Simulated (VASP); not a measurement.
Write the native input for VASP 6.6.1 that does the following.

- Task: single point
- Functional: PBEsol
- Potentials or basis: VASP PAW PBE potentials, release 64 (Na_pv)
- Cutoff: 520 eV
- k mesh: 6 × 6 × 6
- Occupations: methfessel-paxton, width 0.05 eV
- Spin: no spin polarisation
- Dipole correction: no
- Further INCAR settings: ALGO = Normal; EDIFF = 1e-06; NBANDS = 10

The structure of Na lies in POSCAR:

```
Na
1.0
    2.9813721042      0.0000000000      0.0000000000
    0.0000000000      2.9813721042      0.0000000000
    0.0000000000      0.0000000000      2.9813721042
Na
1
Direct
    0.0000000000      0.0000000000      0.0000000000
```

This isn't the form of Na at room conditions, which is bcc.

One way to write it, as run:

INCAR

```
PREC = Accurate
ENCUT = 520
EDIFF = 1E-6
ISMEAR = 1
SIGMA = 0.05
LREAL = False
LASPH = True
NELM = 100
ALGO = Normal
ISIF = 2
LWAVE = False
LCHARG = True
GGA = PS
LELF = True
LVHAR = True
NBANDS = 10
```

KPOINTS

```
regular mesh
0
Gamma
  6 6 6
```

Potentials or basis: VASP PAW PBE potentials, release 64 (Na_pv).

Run with:

```console
$ cat potpaw_PBE.64/Na_pv/POTCAR > POTCAR
$ mpirun -np 1 vasp_std > vasp.out
```

It gave:

The pressure is 4.9 GPa and the band gap on the k mesh is zero (an odd number of electrons rules out a gap without spin polarisation).

Caveat: the cell stands under pressure; the PAW data sets were made with another functional, which shifts forces and pressure a little.

Run time: 4.1 s on 1 thread of Intel Xeon 8259CL, with other jobs on the host, peak memory 0.13 GiB.
